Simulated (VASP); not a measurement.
## InSb: electric field gradients with PBEsol

The system is InSb.

```
CELL_PARAMETERS angstrom
0.00000 3.30263 3.30263
3.30263 0.00000 3.30263
3.30263 3.30263 0.00000
ATOMIC_POSITIONS crystal
In 0.00000 0.00000 0.00000
Sb 0.75000 0.75000 0.75000
```

This cell differs from its parent crystal: volume scaled by 1.06.

| Quantity | Value |
| --- | --- |
| Program | VASP 6.6.1 |
| Task | electric field gradients |
| Functional | PBEsol |
| Potentials or basis | VASP PAW PBE potentials, release 64 (In_d, Sb) |
| Cutoff | 520 eV |
| k mesh | 9 × 9 × 9 |
| Occupations | fermi-dirac, width 0.05 eV |
| Spin | no spin polarisation |
| Dipole correction | no |
| Further INCAR settings | ALGO = Normal; EDIFF = 1e-08; NBANDS = 16 |

The pressure is -1.5 GPa and the band gap on the k mesh is zero (filled and empty bands touch).

Levels at points of the mesh, in eV from the Fermi level:
```csv
k point,band 7,band 8,band 9,band 10,band 11,band 12
"(0.00, 0.00, 0.00)",-0.64,-0.06,-0.06,-0.06,2.88,2.88
```

It took 48 s on 1 thread of AMD EPYC 7R13 Processor (Zen 3) (shared host), peak memory 0.19 GiB.

Caveat: without QUAD_EFG the Cq values of the log hold for a quadrupole moment of 1 mb, not for the nuclei; the PAW data sets were made with another functional, which shifts forces and pressure a little; spin-orbit coupling is left out, which moves the levels of the heavy elements.
